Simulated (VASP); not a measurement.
A run of VASP 6.6.1:

File INCAR:

```
SYSTEM = NaTi
PREC = Accurate
ENCUT = 600
EDIFF = 1E-7
ISMEAR = 0
SIGMA = 0.1
LREAL = .False.
LASPH = .True.
NELM = 100
ALGO = Fast
ISIF = 3
LWAVE = .False.
LCHARG = .False.
GGA = PE
IBRION = 2
NSW = 90
EDIFFG = -0.04
```

File KPOINTS:

```
regular mesh
0
Gamma
  6 6 6
  0 0 0
```

Contents of POSCAR:

```
NaTi
1.0
    1.4578195840      0.8416725292      4.6434253415
   -1.4578195840      0.8416725292      4.6434253415
    0.0000000000     -1.6833450584      4.6434253415
Na Ti
1 1
Direct
    0.0000000000      0.0000000000      0.0000000000
    0.5000000000      0.5000000000      0.5000000000
```

Potentials or basis: VASP PAW PBE potentials, release 64 (Na_pv, Ti_sv).

The run is started by

```sh
$ cat potpaw_PBE.64/Na_pv/POTCAR potpaw_PBE.64/Ti_sv/POTCAR > POTCAR
$ mpirun -np 1 vasp_std > vasp.out
```

Hardware: 1 thread of Intel(R) Xeon(R) 6975P-C (Granite Rapids), on a shared host.

How long does it take, and how much memory?

Run time: 20 min on 1 thread of Intel(R) Xeon(R) 6975P-C (Granite Rapids) (shared host), peak memory 0.32 GiB. Counts: scf iterations 597, k points 32, ion steps 10.
